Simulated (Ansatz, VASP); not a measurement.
## Ge: VASP beside Ansatz

```xyz
4
Lattice="3.9616 0.0000 0.0000 0.0000 5.6026 0.0000 0.0000 0.0000 4.1323" Properties=species:S:1:pos:R:3 pbc="T T T"
Ge    0.0000   -0.0176    0.0000
Ge    1.9808    1.4183    0.0000
Ge    1.9808    2.7837    2.0661
Ge    0.0000    4.2196    2.0661
```

Alike in both runs: task single point; functional PBE; k mesh 10 × 8 × 10; occupations gaussian, width 0.1 eV; no spin polarisation.

|  | VASP | Ansatz |
| --- | --- | --- |
| version | VASP 6.6.1 | Ansatz 0.2.0 |
| potentials or method | VASP PAW PBE potentials, release 64 (Ge_d), cutoff 500 eV | scalar-relativistic, plane waves, PAW |
| valence electrons in the cell | 56 | 56 |

Ansatz gave:

```
gap on the k mesh at the Fermi level (eV)                     : none
pressure (GPa)                                                : 2.8
traceless stress, the component that is largest in VASP (GPa) : -2.77
```

Question: What did VASP give for the same quantities?

Answer: gap on the k mesh at the Fermi level (eV): none; pressure (GPa): 2.6; traceless stress, the component that is largest in VASP (GPa): -2.77.

A gap of «none» marks a metal or a gap that the smearing closes. With one functional, cell and mesh, what is left measures potentials, basis and numerics.
